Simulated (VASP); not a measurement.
A run of VASP 6.6.1 is set up as follows.

Contents of INCAR:

```
SYSTEM = Mo3P2
  ALGO = Fast
  EDIFF = 1E-6
  ENCUT = 520
  GGA = PE
  ISIF = 2
  ISMEAR = 0
  KPAR = 4
  LASPH = .True.
  LCHARG = .False.
  LREAL = .False.
  LWAVE = .False.
  NBANDS = 63
  NELM = 60
  PREC = Accurate
  SIGMA = 0.1
```

File KPOINTS:

```
k-points
0
Gamma
  10 10 10
  0 0 0
```

File POSCAR:

```
Mo3P2
1.0
    0.0000000000      4.2465246635      6.7562674798
    2.5383684683      0.0000000000      6.7562674798
    2.5383684683      4.2465246635      0.0000000000
Mo P
6 4
Direct
    0.5467306995      0.2325412957      0.7674587043
    0.7674587043      0.4532693005      0.5467306995
    0.4532693005      0.7674587043      0.2325412957
    0.2325412957      0.5467306995      0.4532693005
    0.8164858716      0.8164858716      0.1835141284
    0.1835141284      0.1835141284      0.8164858716
    0.2157234141      0.7842765859      0.7842765859
    0.7842765859      0.2157234141      0.2157234141
    0.7500000000      0.7500000000      0.7500000000
    0.2500000000      0.2500000000      0.2500000000
```

Potentials or basis: VASP PAW PBE potentials, release 64 (Mo_sv, P).

Launch:

```sh
$ cat potpaw_PBE.64/Mo_sv/POTCAR potpaw_PBE.64/P/POTCAR > POTCAR
$ mpirun -np 4 vasp_std > vasp.out
```

(1) Predict the band gap on the k mesh.

(2) Predict the largest force.

## Answers

(1) zero (bands 52 and 53 overlap by 0.83 eV).

(2) 0.046 eV/Å.
